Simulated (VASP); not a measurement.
Here is a VASP 6.6.1 calculation.

File INCAR:

```
SYSTEM = BN
ALGO = Normal ; EDIFF = 1E-8
ENCUT = 520 ; GGA = PE
IBRION = 8 ; ISIF = 2
ISMEAR = 0 ; LASPH = .TRUE.
LCHARG = .TRUE. ; LEPSILON = .TRUE.
LREAL = .FALSE. ; LWAVE = .FALSE.
NBANDS = 16 ; NELM = 80
NSW = 1 ; PREC = Accurate
SIGMA = 0.01
```

File KPOINTS:

```
k-points
0
G
  12 12 6
  0 0 0
```

POSCAR

```
BN
1.0
    2.5089342162      0.0000000000      0.0000000000
   -1.2544671081      2.1728007676      0.0000000000
    0.0000000000      0.0000000000      4.1507108050
B N
2 2
Direct
    0.6666666667      0.3333333333      0.9996059881
    0.3333333333      0.6666666667      0.4996059881
    0.6666666667      0.3333333333      0.6253940119
    0.3333333333      0.6666666667      0.1253940119
```

Potentials or basis: VASP PAW PBE potentials, release 64 (B, N).

Command:

```bash
$ cat potpaw_PBE.64/B/POTCAR potpaw_PBE.64/N/POTCAR > POTCAR
$ mpirun -np 1 vasp_std > vasp.out
```

What does it give for the electronic dielectric tensor (diagonal)?

4.52, 4.52, 4.68.

Predict the Born charges (mean of the diagonal).

B +1.85; N -1.85 e.

Estimate the highest phonon frequency at Γ, LO-TO splitting left out.

1150 cm⁻¹.

Phonon frequencies in cm⁻¹ (negative: imaginary):
| q point | frequencies |
| --- | --- |
| (0.000, 0.000, 0.000) | 0 0 0 476 476 1018 1018 1029 1081 1111 1111 1150 |

Caveat: the cell stands under pressure or tension, which shifts response properties.
